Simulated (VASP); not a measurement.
Runs of VASP 6.6.1 on W. The structure is that of space group Pm-3n (No. 223), or close to it. The cells are those of the table. 

```csv
task,cell,smearing,gap on the mesh (eV),pressure (GPa),largest force (eV/Å)
single point,"a = 5.083 Å, 8 atoms",fermi-dirac 0.05 eV,none,0.0,-
electric field gradients,"a = 5.083 Å, 8 atoms",fermi-dirac 0.02 eV,none,0.0,-
single point,"a = 5.083, b = 5.083, c = 5.134 Å, 8 atoms",fermi-dirac 0.05 eV,none,(a),0.01
single point,"a = 5.083, b = 5.083, c = 5.032 Å, 8 atoms",fermi-dirac 0.05 eV,none,(b),0.01
single point,"a = 4.979 Å, 8 atoms",fermi-dirac 0.05 eV,none,21.1,-
single point,"a = 5.083, b = 5.083, c = 5.185 Å, 8 atoms",fermi-dirac 0.05 eV,none,-5.6,0.01
single point,"a = 5.083, b = 5.083, c = 4.931 Å, 8 atoms",fermi-dirac 0.05 eV,none,10.0,-
single point,"a = 5.014 Å, 8 atoms",fermi-dirac 0.05 eV,none,13.3,-
single point,"a = 5.083, b = 5.083, c = 5.235 Å, 8 atoms",fermi-dirac 0.05 eV,none,-8.0,0.01
```

Alike in all rows: level PBE; potentials or basis VASP PAW PBE potentials, release 64 (W_sv); no spin polarisation; k mesh 9 × 9 × 9; cutoff (eV) 520.

Q: Fill in the values left out.

A: (a) -2.9; (b) 3.1.

Caveats: spin-orbit coupling is left out, which moves the levels of the heavy elements; the cell stands under pressure (at least some runs); the cell stands under tension (at least some runs).

A k mesh can miss the band edges, and the runs leave out spin-orbit coupling on W.

A gap of «none» marks levels without a gap at the run's occupations.
